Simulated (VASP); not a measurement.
# BN (P6_3/mmc) in VASP: a series of runs, part 2 of 2

VASP 6.6.1. Earlier steps stand in the parts before.

**4. Dielectric tensor, r2SCAN**

Input file INCAR:

```
PREC = Accurate ; ENCUT = 520
EDIFF = 1E-8 ; ISMEAR = 0
SIGMA = 0.01 ; LREAL = F
LASPH = T ; NELM = 60
ALGO = Normal ; ISIF = 2
LWAVE = F ; LCHARG = F
METAGGA = R2SCAN ; LMIXTAU = T
LCALCEPS = T
```

Input file KPOINTS:

```
Automatic mesh
0
Gamma
  12 12 4
```

Input file POSCAR:

```
BN
1.0
    2.4982400000      0.0000000000      0.0000000000
   -1.2491200000      2.1635393048      0.0000000000
    0.0000000000      0.0000000000      6.6357000000
N B
2 2
Direct
    0.6666666667      0.3333333333      0.2500000000
    0.3333333333      0.6666666667      0.7500000000
    0.6666666667      0.3333333333      0.7500000000
    0.3333333333      0.6666666667      0.2500000000
```

Potentials or basis: VASP PAW PBE potentials, release 64 (N, B).

Launch:

```bash
$ cat potpaw_PBE.64/N/POTCAR potpaw_PBE.64/B/POTCAR > POTCAR
$ mpirun -np 1 vasp_std > vasp.out
```

OUTCAR:

```text
PREC = Accurate
   ENCUT = 520
   EDIFF = 1E-8
   ISMEAR = 0
   LREAL = F
   LASPH = T
   NELM = 60
   ISIF = 2
   METAGGA = R2SCAN

 ion  position               nearest neighbor table
   1  0.667  0.333  0.250-   4 1.44   4 1.44   4 1.44
   2  0.333  0.667  0.750-   3 1.44   3 1.44   3 1.44
   3  0.667  0.333  0.750-   2 1.44   2 1.44   2 1.44
   4  0.333  0.667  0.250-   1 1.44   1 1.44   1 1.44

  LATTYP: Found a hexagonal cell.
 ALAT       =     2.4982400000
 C/A-ratio  =     2.6561499296

  Lattice vectors:

 A1 = (   2.4982400000,   0.0000000000,   0.0000000000)
 A2 = (  -1.2491200000,   2.1635393048,   0.0000000000)
 A3 = (   0.0000000000,   0.0000000000,   6.6357000000)

Analysis of symmetry for initial positions (statically):
=====================================================================
 Subroutine PRICEL returns:
 Original cell was already a primitive cell.

 Routine SETGRP: Setting up the symmetry group for a
 hexagonal supercell.

 Subroutine GETGRP returns: Found 24 space group operations
 (whereof 12 operations were pure point group operations)
 out of a pool of 24 trial point group operations.

The static configuration has the point symmetry D_3d.
 The point group associated with its full space group is D_6h.

Analysis of symmetry for dynamics (positions and initial velocities):
=====================================================================
 Subroutine PRICEL returns:
 Original cell was already a primitive cell.

 Routine SETGRP: Setting up the symmetry group for a
 hexagonal supercell.
[... 528 lines left out ...]

 [... further k-points ...]

------------------------ aborting loop because EDIFF is reached ----------------------------------------

            Ionic dipole moment: p[ion]=(     0.00000     0.00000     0.00000 ) |e| Angst

 Total electronic dipole moment: p[elc]=(    -0.00000     0.00000     0.00325 ) |e| Angst

 MACROSCOPIC STATIC DIELECTRIC TENSOR (including local field effects)
 ------------------------------------------------------
           4.403095    -0.000000     0.000000
           0.000000     4.403095     0.000000
          -0.000000    -0.000000     2.638631
 ------------------------------------------------------

 PIEZOELECTRIC TENSOR (including local field effects) (e Angst)
          XX          YY          ZZ          XY          YZ          ZX
  --------------------------------------------------------------------------------
  x     0.00000     0.00000     0.00000     0.00000     0.00000     0.00000
  y     0.00000     0.00000     0.00000     0.00000     0.00000     0.00000
  z     0.00000     0.00000     0.00000     0.00000     0.00000     0.00000

 PIEZOELECTRIC TENSOR (including local field effects) (C/m^2)
          XX          YY          ZZ          XY          YZ          ZX
  --------------------------------------------------------------------------------
  x     0.00000     0.00000     0.00000     0.00000     0.00000     0.00000
  y     0.00000     0.00000     0.00000     0.00000     0.00000     0.00000
  z     0.00000     0.00000     0.00000     0.00000     0.00000     0.00000

 BORN EFFECTIVE CHARGES (including local field effects) (in |e|, cummulative output)
 ---------------------------------------------------------------------------------
 ion    1
    1    -2.72803     0.00000     0.00000
    2     0.00000    -2.72803     0.00000
    3     0.00000     0.00000    -0.78877
 ion    2
    1    -2.72803     0.00000     0.00000
    2     0.00000    -2.72803     0.00000
    3     0.00000     0.00000    -0.78877
 ion    3
    1     2.72803     0.00000     0.00000
    2     0.00000     2.72803     0.00000
    3     0.00000     0.00000     0.78877
 ion    4
    1     2.72803     0.00000     0.00000
    2     0.00000     2.72803     0.00000
    3     0.00000    -0.00000     0.78877

  FORCE on cell =-STRESS in cart. coord.  units (eV):
  Direction    XX          YY          ZZ          XY          YZ          ZX
  --------------------------------------------------------------------------------------
  -------------------------------------------------------------------------------------
  Total        0.4358335      0.4358335      0.1545028      0.0000000      0.0000000      0.0000000
  in kB       19.4690816     19.4690816      6.9017799      0.0000000      0.0000000      0.0000000
  external PRESSURE =      15.2799810 kB  Pullay stress =       0.0000000 kB

 VOLUME and BASIS-vectors are now :
 -----------------------------------------------------------------------------
  energy-cutoff  :      520.00
  volume of cell :       35.87
      direct lattice vectors                 reciprocal lattice vectors
     2.498240000  0.000000000  0.000000000     0.400281798  0.231102804  0.000000000
    -1.249120000  2.163539305  0.000000000     0.000000000  0.462205608  0.000000000
     0.000000000  0.000000000  6.635700000     0.000000000  0.000000000  0.150700002

 POSITION                                       TOTAL-FORCE (eV/Angst)
 -----------------------------------------------------------------------------------
      1.24912      0.72118      1.65892        -0.000000      0.000000      0.000000
     -0.00000      1.44236      4.97677         0.000000     -0.000000      0.000000
      1.24912      0.72118      4.97677        -0.000000      0.000000      0.000000
     -0.00000      1.44236      1.65892         0.000000     -0.000000      0.000000
 -----------------------------------------------------------------------------------
    total drift:                                0.000000     -0.000000      0.000000

  FREE ENERGIE OF THE ION-ELECTRON SYSTEM (eV)
  ---------------------------------------------------
  free  energy   TOTEN  =       -38.5916036931 eV

  energy  without entropy=      -38.5916036931  energy(sigma->0) =      -38.59160369
```

It took 74 min on 1 thread of AMD EPYC 7R43 (Zen 3), shared host; peak memory 0.46 GiB.

What came out:

```yaml
Band_gap_on_the_k_mesh: 4.89 eV, indirect (least direct gap 5.32 eV)
Electronic_dielectric_tensor_diagonal: 4.40, 4.40, 2.64
Born_charges_mean_of_the_diagonal: N -2.08; B +2.08 e
```

Electronic dielectric tensor:
```
4.40 0.00 0.00
0.00 4.40 0.00
0.00 0.00 2.64
```

Born effective charge tensors (e):
atom 1, N
```
-2.73  0.00  0.00
 0.00 -2.73  0.00
 0.00  0.00 -0.79
```
atom 2, N
```
-2.73  0.00  0.00
 0.00 -2.73  0.00
 0.00  0.00 -0.79
```
atom 3, B
```
2.73 0.00 0.00
0.00 2.73 0.00
0.00 0.00 0.79
```
atom 4, B
```
2.73 0.00 0.00
0.00 2.73 0.00
0.00 0.00 0.79
```

Dipole moments of the cell (e·Å, modulo the quantum): ionic 0.000, 0.000, 0.000; electronic 0.000, 0.000, 0.003

Caveat: the PAW data sets were made with another functional, which shifts forces and pressure a little. A k mesh can miss the band edges.

**5. Summary**

```tsv
task	level	potentials or basis	k mesh	gap on the mesh (eV)
dielectric tensor	LDA	VASP PAW LDA potentials, release 64 (N, B)	12 × 12 × 4	4.09
vibrations by perturbation theory	PBE	VASP PAW PBE potentials, release 64 (N, B)	10 × 10 × 4	-
dielectric tensor	r2SCAN	VASP PAW PBE potentials, release 64 (N, B)	12 × 12 × 4	4.89
```

Alike in all rows: no spin polarisation; cell as given; cutoff (eV) 520; smearing gaussian 0.01 eV.

Caveats: the cell wasn't relaxed at this level first, which shifts response properties (some runs); this functional lacks dispersion, which binds the layers, so the pressure and a relaxed spacing across them are unreliable (some runs); the PAW data sets were made with another functional, which shifts forces and pressure a little (some runs).

Absolute energies hang on the potentials; compare differences alone.
